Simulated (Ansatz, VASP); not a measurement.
# Two plane-wave programs on CdSe

```xyz
2
Lattice="0.0000 3.0368 3.0368 3.0368 0.0000 3.0368 3.0368 3.0368 0.0000" Properties=species:S:1:pos:R:3 pbc="T T T"
Cd    0.0000    0.0000    0.0000
Se    1.5184    1.5184    1.5184
```

Alike in both runs: task single point; functional r2SCAN; k mesh 6 × 6 × 6; no spin polarisation.

|  | VASP | Ansatz |
| --- | --- | --- |
| version | VASP 6.6.1 | Ansatz 0.2.0 |
| potentials or method | VASP PAW PBE potentials, release 64 (Cd, Se) | plane waves, PAW |
| plane-wave cutoff (eV) | 520 | 500 |
| occupations | gaussian, width 0.01 eV | fixed |
| valence electrons in the cell | 18 | 36 |

Ansatz gave:

```
gap on the k mesh at the Fermi level (eV) : 1.10
pressure (GPa)                            : 1.6
```

Problem. What did VASP give for the same quantities?

Solution. gap on the k mesh at the Fermi level (eV): 1.09; pressure (GPa): 1.9.

VASP's potentials were made for PBE, not for r2SCAN. VASP's potentials hold 18 valence electrons a cell and Ansatz's 36, so a difference there can come from the potentials and not from the codes.
